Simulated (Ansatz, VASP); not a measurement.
**Two plane-wave programs on Yb**

File POSCAR:

```
Yb
1.0
    3.2923902542      0.0000000000      0.0000000000
    0.0000000000      3.2923902542      0.0000000000
    0.0000000000      0.0000000000      3.2923902542
Yb
1
Direct
    0.0000000000      0.0000000000      0.0000000000
```

INCAR.step1

```
ALGO = Normal
EDIFF = 1E-4
ENCUT = 520
GGA = PE
ISMEAR = -1
LASPH = True
LCHARG = False
LREAL = False
LWAVE = True
NBANDS = 18
NELM = 80
PREC = Accurate
SIGMA = 0.1
```

The input INCAR.step2:

```
ALGO = Normal
EDIFF = 1E-6
ENCUT = 520
ISIF = 2
ISMEAR = -1
ISTART = 1
LASPH = True
LCHARG = True
LELF = True
LMIXTAU = True
LREAL = False
LVHAR = True
LWAVE = False
METAGGA = R2SCAN
NBANDS = 18
NELM = 80
PREC = Accurate
SIGMA = 0.1
```

KPOINTS

```
k-points
0
Gamma
  11 11 11
```

Input for Ansatz:

```yaml
crystal:
  lattice:
    - [3.2923902542, 0.0, 0.0]
    - [0.0, 3.2923902542, 0.0]
    - [0.0, 0.0, 3.2923902542]
  atoms:
    - { symbol: Yb, position: [0.0, 0.0, 0.0] }
hamiltonian:
  xc: r2scan
  pseudopotentials:
    kind: paw
    azcp:
      Yb: "pseudopotentials/Yb.paw.azcp"
basis:
  ecutwfc: 500
  fft_grid_basis: typed
kpoints:
  mp_grid: { grid: [11, 11, 11], shift: [0, 0, 0] }
magnetization:
  spin_polarized: false
scf:
  occupations: { method: fermi_dirac, width: 0.1 }
  lower_state_search: "off"
output:
  stress: true
```

Alike in both runs: task single point; functional r2SCAN; k mesh 11 × 11 × 11; occupations fermi-dirac, width 0.1 eV; no spin polarisation.

```csv
,VASP,Ansatz
version,VASP 6.6.1,Ansatz 0.2.0
potentials or method,"VASP PAW PBE potentials, release 64 (Yb), cutoff 520 eV","plane waves (500 eV) with PAW, scalar-relativistic"
valence electrons in the cell,24,24
```

|  | VASP | Ansatz | Ansatz less VASP |
| --- | --- | --- | --- |
| pressure (GPa) | 0.0 | 0.1 | +0.12 |

VASP's potentials were made for PBE, not for r2SCAN.

Neither program's run includes spin-orbit coupling.
